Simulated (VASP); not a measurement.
# MnO (Cm) in VASP: further runs

MnO is run at these levels: PBE; tasks: single point.

All numbers are computed with VASP 6.6.1; they aren't measurements. Logs are shortened: lines on timing, memory, paths and dates and some standing lists are left out, and cuts for length are marked.

## Step 1: The cell of the first run

It takes space group Cm (No. 8, monoclinic). The conventional cell has a = 5.821 Å, b = 3.364 Å, c = 3.370 Å, α = 90.00°, β = 125.23°, γ = 90.00°. Mn (site symmetry m) has 4 O at 2.06 Å within 2.7 Å. Within 2.7 Å of O (site symmetry m) lie 4 Mn at 2.06 Å.

## Step 2: Single point, PBE, collinear spin, ferromagnetic start (volume scaled by 0.94)

File INCAR:

```
SYSTEM = MnO
  PREC = Accurate
  ENCUT = 520
  EDIFF = 1E-6
  ISMEAR = -1
  SIGMA = 0.05
  LREAL = .FALSE.
  LASPH = .TRUE.
  NELM = 150
  ALGO = Normal
  ISIF = 2
  LWAVE = .FALSE.
  LCHARG = .TRUE.
  ISPIN = 2
  MAGMOM = 4 0
  LORBIT = 11
  LMAXMIX = 4
  GGA = PE
  LELF = .TRUE.
  LVHAR = .TRUE.
  NBANDS = 20
```

File KPOINTS:

```
regular mesh
0
G
  9 9 9
  0 0 0
```

File POSCAR:

```
MnO
1.0
    2.9106378538     -1.6819311089      0.0000000000
    2.9106378538      1.6819311089      0.0000000000
   -1.9441147575      0.0000000000      2.7529398993
Mn O
1 1
Direct
    0.5001990000      0.5001990000      0.5006650000
    0.7498025000      0.7498025000      0.2493360000
```

Potentials or basis: VASP PAW PBE potentials, release 64 (Mn_pv, O).

Run with:

```console
$ cat potpaw_PBE.64/Mn_pv/POTCAR potpaw_PBE.64/O/POTCAR > POTCAR
$ mpirun -np 1 vasp_std > vasp.out
```

OUTCAR:

```text
SYSTEM = MnO
   PREC = Accurate
   ENCUT = 520
   EDIFF = 1E-6
   ISMEAR = -1
   LREAL = .FALSE.
   LASPH = .TRUE.
   NELM = 150
   ISIF = 2
   ISPIN = 2
   LORBIT = 11
   GGA = PE

 ion  position               nearest neighbor table
   1  0.500  0.500  0.501-   2 2.06   2 2.06   2 2.06   2 2.06
   2  0.750  0.750  0.249-   1 2.06   1 2.06   1 2.06   1 2.06

  LATTYP: Found a base centered monoclinic cell.
 ALAT       =     5.8212757076
 B/A-ratio  =     0.5778565364
 C/A-ratio  =     0.5789455757
 COS(beta)  =    -0.5768541066

  Lattice vectors:

 A1 = (   2.9106378538,  -1.6819311089,   0.0000000000)
 A2 = (   2.9106378538,   1.6819311089,   0.0000000000)
 A3 = (  -1.9441147575,   0.0000000000,   2.7529398993)

Analysis of symmetry for initial positions (statically):
=====================================================================
 Subroutine PRICEL returns:
 Original cell was already a primitive cell.

 Routine SETGRP: Setting up the symmetry group for a
 base centered monoclinic supercell.

 Subroutine GETGRP returns: Found  2 space group operations
 (whereof  2 operations were pure point group operations)
 out of a pool of  4 trial point group operations.

The static configuration has the point symmetry C_1h.

Analysis of symmetry for dynamics (positions and initial velocities):
=====================================================================
 Subroutine PRICEL returns:
 Original cell was already a primitive cell.

 Routine SETGRP: Setting up the symmetry group for a
 base centered monoclinic supercell.

 Subroutine GETGRP returns: Found  2 space group operations
 (whereof  2 operations were pure point group operations)
 out of a pool of  4 trial point group operations.

The dynamic configuration has the point symmetry C_1h.

Analysis of structural, dynamic, and magnetic symmetry:
=====================================================================
 Subroutine PRICEL returns:
 Original cell was already a primitive cell.

 Routine SETGRP: Setting up the symmetry group for a
 base centered monoclinic supercell.

 Subroutine GETGRP returns: Found  2 space group operations
 (whereof  2 operations were pure point group operations)
 out of a pool of  4 trial point group operations.

The overall configuration has the point symmetry C_1h.

 Subroutine INISYM returns: Found  2 space group operations
 (whereof  2 operations are pure point group operations),
 and found     1 'primitive' translations

----------------------------------------------------------------------------------------

                                     Primitive cell

  volume of cell :      26.9540

  direct lattice vectors                    reciprocal lattice vectors
     2.910637854 -1.681931109  0.000000000     0.171783652 -0.297277336  0.121312904
     2.910637854  1.681931109  0.000000000     0.171783652  0.297277336  0.121312904
    -1.944114757  0.000000000  2.752939899     0.000000000  0.000000000  0.363248032

  length of vectors
     3.361652119  3.361652119  3.370201816     0.364143184  0.364143184  0.363248032

  position of ions in fractional coordinates (direct lattice)
     0.500199000  0.500199000  0.500665000
     0.749802500  0.749802500  0.249336000

  ion indices of the primitive-cell ions
   primitive index   ion index
                 1           1
                 2           2

----------------------------------------------------------------------------------------

 KPOINTS: regular mesh

Automatic generation of k-mesh.
 Grid dimensions read from file:
 generate k-points for:    9    9    9

 Generating k-lattice:

  Cartesian coordinates                     Fractional coordinates (reciprocal lattice)
     0.019087072 -0.033030815  0.013479212     0.111111111 -0.000000000  0.000000000
     0.019087072  0.033030815  0.013479212    -0.000000000  0.111111111  0.000000000
     0.000000000  0.000000000  0.040360892     0.000000000  0.000000000  0.111111111

  Length of vectors
     0.040460354  0.040460354  0.040360892

  Shift w.r.t. Gamma in fractional coordinates (k-lattice)
     0.000000000  0.000000000  0.000000000

 Subroutine IBZKPT returns following result:
 ===========================================

 Found    205 irreducible k-points:

 Following reciprocal coordinates:
            Coordinates               Weight
  0.000000  0.000000  0.000000      1.000000
  0.111111 -0.000000  0.000000      4.000000
  0.222222  0.000000  0.000000      4.000000
  0.333333  0.000000 -0.000000      4.000000
  0.444444  0.000000  0.000000      4.000000
  0.111111  0.111111  0.000000      2.000000
[... 16 lines left out ...]
 -0.333333  0.333333  0.000000      2.000000
  0.444444  0.444444  0.000000      2.000000
 [... further k-points ...]
   k-points           NKPTS =    205   k-points in BZ     NKDIM =    205   number of bands    NBANDS=     20
   number of dos      NEDOS =    301   number of ions     NIONS =      2
   total plane-waves  NPLWV =  21952
   dimension x,y,z NGX =    28 NGY =   28 NGZ =   28
   dimension x,y,z NGXF=    56 NGYF=   56 NGZF=   56
   ions per type =               1   1
   NGX,Y,Z   is equivalent  to a cutoff of  13.85, 13.85, 13.81 a.u.
   NGXF,Y,Z  is equivalent  to a cutoff of  27.69, 27.69, 27.62 a.u.
 SYSTEM =  MnO
   PREC   = accura    normal or accurate (medium, high low for compatibility)
   ISTART =      0    job   : 0-new  1-cont  2-samecut
   ICHARG =      2    charge: 1-file 2-atom 10-const
   ISPIN  =      2    spin polarized calculation?
   LNONCOLLINEAR =      F non collinear calculations
   LSORBIT =      F    spin-orbit coupling
   LASPH  =      T    aspherical Exc in radial PAW
   ENCUT  =  520.0 eV  38.22 Ry    6.18 a.u.   6.25  6.25  6.27*2*pi/ulx,y,z
   NELM   =    150;   NELMIN=  2; NELMDL= -5     # of ELM steps
   EDIFF  = 0.1E-05   stopping-criterion for ELM
   LREAL  =      F    real-space projection
   EDIFFG = 0.1E-04   stopping-criterion for IOM
   NSW    =      0    number of steps for IOM
   IBRION =     -1    ionic relax: 0-MD 1-quasi-New 2-CG
   NFREE  =      0    steps in history (QN), initial steepest desc. (CG)
   ISIF   =      2    stress and relaxation
   ISYM   =      2    0-nonsym 1-usesym 2-fastsym
   POTIM  = 0.5000    time-step for ionic-motion
   TEBEG  =    0.0;   TEEND  =   0.0 temperature during run
   PSTRESS=    0.0 pullay stress
   NELECT =      19.0000    total number of electrons
   NUPDOWN=      -1.0000    fix difference up-down
   EMIN   =  10.00;   EMAX   =-10.00  energy-range for DOS
   EFERMI =   0.00;   METHOD = LEGACY
   ISMEAR =    -1;   SIGMA  =   0.05  broadening in eV -4-tet -1-fermi 0-gaus
   EFERMI_NEDOS =   21; number of points for ismear=-14 and -15
   IALGO  =     38    algorithm
   IMIX   =      4    mixing-type and parameters
     AMIX     =   0.40;   BMIX     =  1.00
     AMIX_MAG =   1.60;   BMIX_MAG =  1.00
  volume/ion in A,a.u.               =      13.48        90.95
  Fermi-wavevector in a.u.,A,eV,Ry     =   1.456974  2.753281 28.882065  2.122772
  Thomas-Fermi vector in A             =   2.573829
   LORBIT       =     11    0 simple, 1 ext, 2 COOP (PROOUT), +10 PAW based schemes
   GGA     = PE    functional components
   LHFCALC =     F    Hartree Fock is set to
   AEXX    =    0.0000 exact exchange contribution
   IVDW    =     0    specifies the selected vdW correction
   LEPSILON=     F    determine dielectric tensor
   LRPA    =     F    only Hartree local field effects (RPA)
 spin polarized calculation
  energy-cutoff  :      520.00
  volume of cell :       26.95
 maximum number of plane-waves:       745
 NGX is ok and might be reduce to    28
   NGX = 13   NGY = 13   NGZ = 13

 number of electron      18.9999996 magnetization       4.9823327

 Free energy of the ion-electron system (eV)
  ---------------------------------------------------
  ext. energy  EPLUGINS =         0.00000000
  ---------------------------------------------------
  free energy    TOTEN  =       -16.40590014 eV

  energy without entropy =      -16.40217302  energy(sigma->0) =      -16.40403658

 E-fermi :   5.6178     XC(G=0): -10.5060

 val. band max:        5.6147458955   @ k =   0.0000   0.0000   0.1111
 cond. band min:       5.6606956495   @ k =   0.0000   0.0000   0.0000
 fundamental gap:      0.0459497540
 Fermi energy:         5.6178227940

 spin component 1

 k-point     1 :       0.0000    0.0000    0.0000
  band No.  band energies     occupation
      1     -44.9064      1.00000
      2     -44.9059      1.00000
      3     -44.9051      1.00000
      4     -14.1807      1.00000
      5      -0.5367      1.00000
      6      -0.5239      1.00000
[... 12 lines left out ...]
     19      22.7850      0.00000
     20      22.8001      0.00000
[... 507 lines left out ...]
 k-point    24 :       0.4444    0.4444    0.0000
  band No.  band energies     occupation
      1     -44.9356      1.00000
      2     -44.9170      1.00000
      3     -44.9165      1.00000
      4     -13.5924      1.00000
      5      -1.5083      1.00000
      6       0.2960      1.00000
[... 12 lines left out ...]
     19      27.1023      0.00000
     20      30.5345      0.00000

 [... further k-points ...]

 spin component 2

 k-point     1 :       0.0000    0.0000    0.0000
  band No.  band energies     occupation
      1     -40.1794      1.00000
      2     -40.1791      1.00000
      3     -40.1779      1.00000
      4     -13.7317      1.00000
      5       0.7788      1.00000
      6       0.7937      1.00000
[... 12 lines left out ...]
     19      24.4507      0.00000
     20      24.4706      0.00000
[... 507 lines left out ...]
 k-point    24 :       0.4444    0.4444    0.0000
  band No.  band energies     occupation
      1     -40.2191      1.00000
      2     -40.1936      1.00000
      3     -40.1928      1.00000
      4     -13.1564      1.00000
      5      -0.5481      1.00000
      6       1.0800      1.00000
[... 12 lines left out ...]
     19      27.7153      0.00000
     20      31.4521      0.00000

 [... further k-points ...]
[... 5 lines left out ...]
  --------------------------------------------------------------------------------------
  -------------------------------------------------------------------------------------
  Total        0.5776923      0.5793347      0.5468233      0.0000000      0.0000000      0.0032238
  in kB       34.3387147     34.4363438     32.5038280      0.0000000      0.0000000      0.1916256
  external PRESSURE =      33.7596288 kB  Pullay stress =       0.0000000 kB

 VOLUME and BASIS-vectors are now :
 -----------------------------------------------------------------------------
  energy-cutoff  :      520.00
  volume of cell :       26.95
      direct lattice vectors                 reciprocal lattice vectors
     2.910637854 -1.681931109  0.000000000     0.171783652 -0.297277336  0.121312904
     2.910637854  1.681931109  0.000000000     0.171783652  0.297277336  0.121312904
    -1.944114757  0.000000000  2.752939899     0.000000000  0.000000000  0.363248032

 POSITION                                       TOTAL-FORCE (eV/Angst)
 -----------------------------------------------------------------------------------
      1.93845      0.00000      1.37830         0.001666      0.000000      0.004089
      3.88007      0.00000      0.68641        -0.001666      0.000000     -0.004089
 -----------------------------------------------------------------------------------
    total drift:                                0.000025      0.000000     -0.000059

  FREE ENERGIE OF THE ION-ELECTRON SYSTEM (eV)
  ---------------------------------------------------
  free  energy   TOTEN  =       -16.4059001355 eV

  energy  without entropy=      -16.4021730245  energy(sigma->0) =      -16.40403658

 total charge

# of ion       s       p       d       tot
------------------------------------------
    1        0.236   6.222   4.944  11.402
    2        1.555   3.452   0.000   5.007
--------------------------------------------------
tot          1.791   9.673   4.944  16.408

 magnetization (x)

# of ion       s       p       d       tot
------------------------------------------
    1        0.036   0.060   4.311   4.408
    2        0.019   0.178   0.000   0.197
--------------------------------------------------
tot          0.055   0.238   4.311   4.605
```

Wall time 3.8 min (1 thread of AMD EPYC 7R13, shared host); peak memory 0.3 GiB.

Results:

```yaml
Free_energy: -16.4059 eV
Pressure: 3.4 GPa
Largest_force: 0.004 eV/Å
Band_gap_on_the_k_mesh: zero (filled and empty bands overlap)
Net_moment: 4.98 μB per cell
Site_moments: Mn +4.41; O +0.20 μB
Valence_electrons_inside_the_program's_atomic_spheres: Mn 11.40; O 5.01
```

Forces in eV/Å, atoms in the order of the input:
```
Mn   0.002  0.000  0.004
O   -0.002  0.000 -0.004
```

Caveat: a cell with one magnetic atom can't hold antiferromagnetic order, which such compounds often take; semilocal functionals often make such compounds metallic where correlation or magnetic order opens a gap, which also shifts bond lengths.

## Step 3: Single point, PBE, collinear spin, ferromagnetic start (volume scaled by 0.96)

File INCAR:

```
ALGO = Normal ; EDIFF = 1E-6
ENCUT = 520 ; GGA = PE
ISIF = 2 ; ISMEAR = -1
ISPIN = 2 ; LASPH = T
LCHARG = F ; LMAXMIX = 4
LORBIT = 11 ; LREAL = F
LWAVE = F ; MAGMOM = 4 0
NBANDS = 20 ; NELM = 150
PREC = Accurate ; SIGMA = 0.05
```

File KPOINTS:

```
k-points
0
Gamma
  9 9 9
```

File POSCAR:

```
MnO
1.0
    2.9311359788     -1.6937760844      0.0000000000
    2.9311359788      1.6937760844      0.0000000000
   -1.9578061576      0.0000000000      2.7723274387
Mn O
1 1
Direct
    0.5001990000      0.5001990000      0.5006650000
    0.7498025000      0.7498025000      0.2493360000
```

Potentials or basis: VASP PAW PBE potentials, release 64 (Mn_pv, O).

Run with:

```console
$ cat potpaw_PBE.64/Mn_pv/POTCAR potpaw_PBE.64/O/POTCAR > POTCAR
$ mpirun -np 1 vasp_std > vasp.out
```

It took 3.3 min on 1 thread of AMD EPYC 7R13, shared host; peak memory 0.3 GiB.

Results (log left out):

| Property | Result |
| --- | --- |
| Free energy | -16.4141 eV |
| Pressure | 0.9 GPa |
| Largest force | 0.003 eV/Å |
| Band gap on the k mesh | zero (filled and empty bands overlap) |
| Net moment | 4.99 μB per cell |
| Site moments | Mn +4.42; O +0.19 μB |
| Valence electrons inside the program's atomic spheres | Mn 11.38; O 5.00 |

Forces on the atoms (eV/Å):
```
Mn   0.002  0.000  0.003
O   -0.002  0.000 -0.003
```

Stress tensor (GPa, compression positive):
```
0.92 0.00 0.02
0.00 0.93 0.00
0.02 0.00 0.73
```

Levels at points of the mesh, in eV from the Fermi level:
Spin up:
```csv
k point,band 8,band 9,band 10,band 11,band 12,band 13,band 14,band 15,band 16,band 17
"(0.00, 0.00, 0.00)",-2.80,-2.80,-1.46,0.01,0.01,0.02,11.95,12.02,12.03,16.95
```
Spin down:
| k point | band 5 | band 6 | band 7 | band 8 | band 9 | band 10 |
| --- | --- | --- | --- | --- | --- | --- |
| (0.00, 0.00, 0.00) | -4.69 | -4.68 | -4.67 | -0.03 | 1.52 | 1.52 |

Caveat: a cell with one magnetic atom can't hold antiferromagnetic order, which such compounds often take; semilocal functionals often make such compounds metallic where correlation or magnetic order opens a gap, which also shifts bond lengths.
